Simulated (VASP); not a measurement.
O:

```
CELL_PARAMETERS angstrom
2.87029 -1.67343 0.00000
2.87029 1.67343 0.00000
-2.41035 0.00000 3.67120
ATOMIC_POSITIONS crystal
O 0.97455 0.97455 0.84443
O 0.02545 0.02545 0.15557
```

Base run:

* Program: VASP 6.6.1
* Functional: PBE
* Potentials or basis: VASP PAW PBE potentials, release 64 (O)
* Cutoff: 520 eV
* k mesh: 10 × 10 × 7
* Occupations: fermi-dirac, width 0.05 eV
* Spin: no spin polarisation

Its results: band gap on the k mesh zero (bands 6 and 7 overlap by 0.26 eV); pressure -1.3 GPa; largest force 0.286 eV/Å.

Problem. The run is repeated on the same cell with these changes: functional from PBE to PBEsol; further incar settings from ALGO = Normal; EDIFF = 1e-06; NBANDS = 13 to ALGO = Normal; EDIFF = 1e-07; NBANDS = 13. What comes out?

Solution. Band gap on the k mesh zero (bands 6 and 7 overlap by 0.26 eV); pressure -2.7 GPa; largest force 0.249 eV/Å.

Caveats: the standard files for N, O and F lose accuracy on very short bonds; spin is off for a triplet molecule; this functional lacks dispersion, which holds the molecules together, so the pressure and a relaxed volume are unreliable; the PAW data sets were made with another functional, which shifts forces and pressure a little (at least some runs).
